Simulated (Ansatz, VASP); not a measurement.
WSe2 in VASP and in Ansatz

```xyz
6
Lattice="3.1151 0.0000 0.0000 -1.5575 2.8397 0.0000 0.0000 0.0000 12.7886" Properties=species:S:1:pos:R:3 pbc="T T T"
W     0.0000    1.8931    3.1972
W     1.5575    0.9466    9.5915
Se    0.0000    1.8931    7.9071
Se    1.5575    0.9466    1.5128
Se    0.0000    1.8931   11.2758
Se    1.5575    0.9466    4.8815
```

Change from the starting cell: strain -0.0500 x Voigt [1, 0, 0, 0, 0, 0], atoms carried along.

Alike in both runs: task single point; functional PBE; dispersion D3(BJ); k mesh 12 × 12 × 2; occupations gaussian, width 0.05 eV; no spin polarisation.

```csv
,VASP,Ansatz
version,VASP 6.6.1,Ansatz 0.2.0
potentials or method,"VASP PAW PBE potentials, release 64 (W_sv, Se), cutoff 520 eV","scalar-relativistic, plane waves, PAW"
valence electrons in the cell,52,92
```

```tsv
	VASP	Ansatz	Ansatz less VASP
gap on the k mesh at the Fermi level (eV)	0.94	0.95	+0.006
least direct gap on the mesh (eV)	1.81	1.81	0.000
pressure (GPa)	8.4	8.0	-0.42
traceless stress, the component that is largest in VASP (GPa)	6.93	6.97	+0.039
rms of the force components (eV/Å)	0.351	0.326	-0.0248
```

Atom by atom the forces differ by 0.027 eV/Å (rms over components). VASP's potentials hold 52 valence electrons a cell and Ansatz's 92, so a difference there can come from the potentials and not from the codes.

Spin-orbit coupling is off throughout.
